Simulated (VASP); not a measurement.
## Bi: single point with revPBE

Bi:

```
CELL_PARAMETERS angstrom
3.16293 0.00000 0.00000
0.00000 3.16293 0.00000
0.00000 0.00000 3.16293
ATOMIC_POSITIONS crystal
Bi 0.00000 0.00000 0.00000
```

This cell differs from its parent crystal: volume scaled by 0.88.

| Quantity | Value |
| --- | --- |
| Program | VASP 6.6.1 |
| Task | single point |
| Functional | revPBE |
| Potentials or basis | VASP PAW PBE potentials, release 64 (Bi_d) |
| Cutoff | 520 eV |
| k mesh | 11 × 11 × 11 |
| Occupations | fermi-dirac, width 0.1 eV |
| Spin | no spin polarisation |
| Dipole correction | no |
| Further INCAR settings | ALGO = Normal; EDIFF = 1e-06; NBANDS = 14 |

The pressure is 7.4 GPa.

Levels at points of the mesh, in eV from the Fermi level:
| k point | band 5 | band 6 | band 7 | band 8 | band 9 | band 10 |
| --- | --- | --- | --- | --- | --- | --- |
| (0.00, 0.00, 0.00) | -22.69 | -13.65 | 3.39 | 3.39 | 3.39 | 6.83 |

Run time: 22 s on 1 thread of AMD EPYC 7R13, with other jobs on the host, peak memory 0.12 GiB.

Caveat: the PAW data sets were made with another functional, which shifts forces and pressure a little; spin-orbit coupling is left out, which moves the levels of the heavy elements.
